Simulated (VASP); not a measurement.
Write the native input for VASP 6.6.1 that does the following.

| Quantity | Value |
| --- | --- |
| Task | G0W0 quasiparticle levels |
| Functional | PBE |
| Potentials or basis | VASP PAW PBE potentials, release 64 (Ga_d_GW, P_GW) |
| Cutoff | 500 eV |
| k mesh | 4 × 4 × 4 |
| Occupations | gaussian, width 0.01 eV |
| Spin | no spin polarisation |
| Dipole correction | no |
| GW scheme | G0W0 |
| GW iterations | 1 |
| Cutoff of the response function | 80 |
| Frequency points | 48 |
| Empty bands | 65 |
| Further INCAR settings | ALGO = EVGW0; EDIFF = 1e-08; NBANDS = 74 |

GaP:

```
Ga P
1.0
     0.00000    2.72541    2.72541
     2.72541    0.00000    2.72541
     2.72541    2.72541    0.00000
Ga P
1 1
Direct
  0.00000 0.00000 0.00000
  0.25000 0.25000 0.25000
```

The input as run:

POSCAR

```
GaP
1.0
    0.0000000000      2.7254102062      2.7254102062
    2.7254102062      0.0000000000      2.7254102062
    2.7254102062      2.7254102062      0.0000000000
Ga P
1 1
Direct
    0.0000000000      0.0000000000      0.0000000000
    0.2500000000      0.2500000000      0.2500000000
```

INCAR.step1

```
PREC = Accurate
ENCUT = 500
EDIFF = 1E-8
ISMEAR = 0
SIGMA = 0.01
LREAL = F
LASPH = T
NELM = 100
ALGO = Normal
LWAVE = T
LCHARG = F
GGA = PE
```

INCAR.step2

```
PREC = Accurate
ENCUT = 500
EDIFF = 1E-8
ISMEAR = 0
SIGMA = 0.01
LREAL = F
LASPH = T
NELM = 1
ALGO = Exact
LWAVE = T
LCHARG = F
GGA = PE
NBANDS = 74
LOPTICS = T
ISTART = 1
```

INCAR.step3

```
PREC = Accurate
ENCUT = 500
EDIFF = 1E-8
ISMEAR = 0
SIGMA = 0.01
LREAL = F
LASPH = T
ALGO = EVGW0
LWAVE = F
LCHARG = F
GGA = PE
NELMGW = 1
NBANDS = 74
ENCUTGW = 80.0
NOMEGA = 48
PRECFOCK = Fast
ISTART = 1
NBANDSGW = 17
```

KPOINTS

```
Automatic mesh
0
Gamma
  4 4 4
```

Potentials or basis: VASP PAW PBE potentials, release 64 (Ga_d_GW, P_GW).

Launch:

```bash
$ cat potpaw_PBE.64/Ga_d_GW/POTCAR potpaw_PBE.64/P_GW/POTCAR > POTCAR
$ cp INCAR.step1 INCAR
$ mpirun -np 1 vasp_std > vasp.out
$ cp INCAR.step2 INCAR
$ mpirun -np 1 vasp_std > vasp.out
$ cp INCAR.step3 INCAR
$ mpirun -np 1 vasp_std > vasp.out
```

It gave:

```json
{"Quasiparticle gap": "1.97 eV", "Least direct quasiparticle gap": "2.73 eV", "Band gap of the starting levels on the mesh": "1.63 eV", "Least direct gap of the starting levels on the mesh": "1.81 eV"}
```

Caveat: the k points lie up to 0.50 Å⁻¹ apart; bands, screening cutoff and mesh are small and nothing is extrapolated, so the quasiparticle values aren't converged.

Run time: 60 s on 1 thread of AMD EPYC 9R45 96-Core Processor (Zen 5) (shared host), peak memory 0.34 GiB.
